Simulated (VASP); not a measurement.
Write the native input for VASP 6.6.1 that does the following.

* Task: single point
* Functional: PBE
* Potentials or basis: VASP PAW PBE potentials, release 64 (Hg, H)
* Cutoff: 520 eV
* k mesh: 6 × 6 × 4
* Occupations: gaussian, width 0.1 eV
* Spin: no spin polarisation
* Dipole correction: no
* Further INCAR settings: ALGO = Normal; EDIFF = 1e-06; NBANDS = 21

The structure of HgH lies in POSCAR:

```
HgH
1.0
    3.4181969100      0.0000000000      0.0000000000
   -1.7090984600      2.9602453600      0.0000000000
    0.0000000000      0.0000000000      5.6317857800
Hg H
2 2
Direct
    0.3333333300      0.6666666700      0.7500000000
    0.6666666700      0.3333333300      0.2500000000
    0.0000000000      0.0000000000      0.0000000000
    0.0000000000      0.0000000000      0.5000000000
```

These files were run (other wordings do the same):

INCAR

```
ALGO = Normal
EDIFF = 1E-6
ENCUT = 520
GGA = PE
ISIF = 2
ISMEAR = 0
LASPH = True
LCHARG = False
LREAL = False
LWAVE = False
NBANDS = 21
NELM = 100
PREC = Accurate
SIGMA = 0.1
```

KPOINTS

```
k-points
0
Gamma
  6 6 4
```

Potentials or basis: VASP PAW PBE potentials, release 64 (Hg, H).

Command:

```sh
$ cat potpaw_PBE.64/Hg/POTCAR potpaw_PBE.64/H/POTCAR > POTCAR
$ mpirun -np 1 vasp_std > vasp.out
```

It gave:

| Quantity | Value |
| --- | --- |
| Pressure | 1.7 GPa |
| Band gap on the k mesh | zero (bands 13 and 14 overlap by 3.81 eV) |

Caveat: spin-orbit coupling is left out, which moves the levels of the heavy elements.

It took 16 s on 1 thread of Intel(R) Xeon(R) Platinum 8488C (Sapphire Rapids) (shared host), peak memory 0.18 GiB.
